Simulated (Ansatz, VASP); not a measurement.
# RbCl: VASP beside Ansatz

```xyz
2
Lattice="0.0000 3.3491 3.3491 3.3491 0.0000 3.3491 3.3491 3.3491 0.0000" Properties=species:S:1:pos:R:3 pbc="T T T"
Rb    0.0000    0.0000    0.0000
Cl    3.3491    3.3491    3.3491
```

Alike in both runs: functional PBE; k mesh 6 × 6 × 6; occupations gaussian, width 0.02 eV; no spin polarisation.

Ansatz relaxed the structure, and its values are those at the end. VASP's run is a single point on that final structure, the one shown.

```csv
,VASP,Ansatz
version,VASP 6.6.1,Ansatz 0.2.0
potentials or method,"VASP PAW PBE potentials, release 64 (Rb_sv, Cl), cutoff 500 eV","scalar-relativistic, plane waves, PAW"
valence electrons in the cell,16,16
```

Ansatz gave:

```
gap on the k mesh at the Fermi level (eV) : 4.84
least direct gap on the mesh (eV)         : 4.84
pressure (GPa)                            : 0.0
```

Estimate VASP's values.

gap on the k mesh at the Fermi level (eV): 4.83; least direct gap on the mesh (eV): 4.83; pressure (GPa): 0.0.
